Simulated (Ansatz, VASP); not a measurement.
# InSb3: VASP beside Ansatz

File INCAR:

```
ALGO = Normal
EDIFF = 1E-7
ENCUT = 520
GGA = PS
ISIF = 2
ISMEAR = 0
LASPH = T
LCHARG = F
LREAL = F
LWAVE = F
NBANDS = 22
NELM = 80
PREC = Accurate
SIGMA = 0.15
```

KPOINTS

```
k-points
0
Gamma
  8 8 8
```

File POSCAR:

```
InSb3
1.0
    4.8703161756     -0.1104095949     -0.1104095949
   -0.1104095949      4.8703161756     -0.1104095949
   -0.1104095949     -0.1104095949      4.8703161756
In Sb
1 3
Direct
    0.0000000000      0.0000000000      0.0000000000
    0.5000000000      0.0000000000      0.5000000000
    0.0000000000      0.5000000000      0.5000000000
    0.5000000000      0.5000000000      0.0000000000
```

Input for Ansatz:

```yaml
crystal:
  lattice:
    - [4.8703161756, -0.1104095949, -0.1104095949]
    - [-0.1104095949, 4.8703161756, -0.1104095949]
    - [-0.1104095949, -0.1104095949, 4.8703161756]
  atoms:
    - { symbol: In, position: [0.0, 0.0, 0.0] }
    - { symbol: Sb, position: [0.5, 0.0, 0.5] }
    - { symbol: Sb, position: [0.0, 0.5, 0.5] }
    - { symbol: Sb, position: [0.5, 0.5, 0.0] }
basis:
  ecutwfc: 420
kpoints:
  mp_grid: { grid: [8, 8, 8] }
hamiltonian:
  xc: pbesol
  pseudopotentials: { kind: paw, azcp: { folder: soft_1 } }
scf:
  occupations: { method: gaussian, width: 0.15 }
output:
  forces: true
  stress: true
  eigenvalues: true
  write_density: true
  write_potential: true
  elf: true
  volumetric_format: npy
```

Change from the starting cell: equal engineering shear yz, xz and xy -0.0467, equal normal strain along x, y and z +0.0300.

Alike in both runs: task single point; functional PBEsol; k mesh 8 × 8 × 8; occupations gaussian, width 0.15 eV; no spin polarisation.

|  | VASP | Ansatz |
| --- | --- | --- |
| version | VASP 6.6.1 | Ansatz 0.2.0 |
| potentials or method | VASP PAW PBE potentials, release 64 (In_d, Sb), cutoff 520 eV | scalar-relativistic, plane waves, PAW |
| valence electrons in the cell | 28 | 58 |

```csv
,VASP,Ansatz,Ansatz less VASP
gap on the k mesh at the Fermi level (eV),none,none,-
pressure (GPa),-4.1,-4.1,+0.03
"traceless stress, the component that is largest in VASP (GPa)",0.45,0.45,-0.004
```

VASP's potentials were made for PBE, not for PBEsol, and Ansatz warns of the same on its side. A gap of «none» marks a metal or a gap that the smearing closes. With one functional, cell and mesh, what is left measures potentials, basis and numerics. VASP's potentials hold 28 valence electrons a cell and Ansatz's 58, so a difference there can come from the potentials and not from the codes.

Neither program's run includes spin-orbit coupling.
